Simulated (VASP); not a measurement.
Input of a VASP 6.6.1 run:

INCAR

```
PREC = Accurate
ENCUT = 500
EDIFF = 1E-6
ISMEAR = 0
SIGMA = 0.2
LREAL = F
LASPH = T
NELM = 120
ALGO = Normal
ISIF = 2
LWAVE = F
LCHARG = F
GGA = PE
NBANDS = 18
GGA_COMPAT = F
```

KPOINTS

```
regular mesh
0
Gamma
  5 5 5
```

Contents of POSCAR:

```
Si4B
1.0
   -2.5765537694      2.5765537694      2.5765537694
    2.5765537694     -2.5765537694      2.5765537694
    2.5765537694      2.5765537694     -2.5765537694
Si B
4 1
Direct
    0.5000000000      0.5000000000      0.5000000000
    0.5000000000      0.0000000000      0.0000000000
    0.0000000000      0.0000000000      0.5000000000
    0.0000000000      0.5000000000      0.0000000000
    0.0000000000      0.0000000000      0.0000000000
```

Potentials or basis: VASP PAW PBE potentials, release 64 (Si, B).

The run is started by

```sh
$ cat potpaw_PBE.64/Si/POTCAR potpaw_PBE.64/B/POTCAR > POTCAR
$ mpirun -np 1 vasp_std > vasp.out
```

(1) Estimate the pressure.

Answers

(1) 0.1 GPa.
